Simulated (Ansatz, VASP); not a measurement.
# SnO: VASP beside Ansatz

```
Sn O
1.0
     3.82017    0.00000    0.00000
     0.00000    3.82017    0.00000
     0.00000    0.00000   22.22607
Sn O
4 4
Direct
  0.50000 0.00000 0.20246
  0.00000 0.50000 0.30878
  0.25000 0.75000 0.50675
  0.75000 0.25000 0.61307
  0.00000 0.00000 0.25562
  0.50000 0.50000 0.25562
  0.75000 0.75000 0.55991
  0.25000 0.25000 0.55991
```

Alike in both runs: task single point; functional PBE; dispersion D3(BJ); k mesh 7 × 7 × 1; occupations gaussian, width 0.05 eV; no spin polarisation.

```csv
,VASP,Ansatz
version,VASP 6.6.1,Ansatz 0.2.0
potentials or method,"VASP PAW PBE potentials, release 64 (Sn_d, O), cutoff 520 eV","scalar-relativistic, plane waves, PAW"
valence electrons in the cell,80,80
```

Ansatz gave:

| Property | Result |
| --- | --- |
| gap on the k mesh at the Fermi level (eV) | 2.63 |
| least direct gap on the mesh (eV) | 2.65 |
| rms of the force components (eV/Å) | 0.015 |

Q: Estimate VASP's values.

A: gap on the k mesh at the Fermi level (eV): 2.58; least direct gap on the mesh (eV): 2.61; rms of the force components (eV/Å): 0.048.

Ansatz's warnings: xc potential rough in thin density.
